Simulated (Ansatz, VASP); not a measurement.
## KBr: VASP beside Ansatz

INCAR

```
SYSTEM = KBr
ALGO = Normal ; EDIFF = 1E-6
ENCUT = 520 ; ISIF = 2
ISMEAR = 0 ; LASPH = .True.
LCHARG = .True. ; LELF = .True.
LREAL = .False. ; LVHAR = .True.
LWAVE = .False. ; NBANDS = 24
NELM = 80 ; PREC = Accurate
SIGMA = 0.05
```

Contents of KPOINTS:

```
k-points
0
Gamma
  6 6 4
  0 0 0
```

Contents of POSCAR:

```
KBr
1.0
    3.8300121826      0.0000000000      0.0000000000
    0.0000000000      3.8300121826      0.0000000000
    0.0000000000      0.0000000000      7.6600243652
K Br
2 2
Direct
    0.0000000000      0.0000000000     -0.0369711618
    0.0000000000      0.0000000000      0.4630288382
    0.4709139306      0.5000000000      0.2680905784
    0.5290860694      0.5000000000      0.7680905784
```

Input for Ansatz:

```yaml
crystal:
  lattice:
    - [3.8300121826, 0.0, 0.0]
    - [0.0, 3.8300121826, 0.0]
    - [0.0, 0.0, 7.6600243652]
  atoms:
    - { symbol: K, position: [0.0, 0.0, -0.0369711618] }
    - { symbol: K, position: [0.0, 0.0, 0.4630288382] }
    - { symbol: Br, position: [0.4709139306, 0.5, 0.2680905784] }
    - { symbol: Br, position: [0.5290860694, 0.5, 0.7680905784] }
basis:
  ecutwfc: 420
kpoints:
  mp_grid: { grid: [6, 6, 4] }
hamiltonian:
  xc: lda
scf:
  occupations: { method: gaussian, width: 0.05 }
output:
  forces: true
  stress: true
  eigenvalues: true
```

Change from the starting cell: mode 4 frozen in at -0.111 Å and mode 10 at -0.283 Å (largest displacements).

Alike in both runs: task single point; functional LDA; k mesh 6 × 6 × 4; occupations gaussian, width 0.05 eV; no spin polarisation.

|  | VASP | Ansatz |
| --- | --- | --- |
| version | VASP 6.6.1 | Ansatz 0.2.0 |
| potentials or method | VASP PAW LDA potentials, release 64 (K_sv, Br), cutoff 520 eV | scalar-relativistic, plane waves, PAW |
| valence electrons in the cell | 32 | 32 |

VASP gave:

* gap on the k mesh at the Fermi level (eV): 4.08
* least direct gap on the mesh (eV): 4.37
* pressure (GPa): 1.6
* traceless stress, the component that is largest in VASP (GPa): -0.63
* rms of the force components (eV/Å): 0.313

Question: Which values does Ansatz return?

Answer: gap on the k mesh at the Fermi level (eV): 4.06; least direct gap on the mesh (eV): 4.36; pressure (GPa): 1.5; traceless stress, the component that is largest in VASP (GPa): -0.60; rms of the force components (eV/Å): 0.304.

LDA's correlation is that of Perdew and Zunger in VASP and of Perdew and Wang (1992) in Ansatz. Atom by atom the forces differ by 0.009 eV/Å (rms over components).
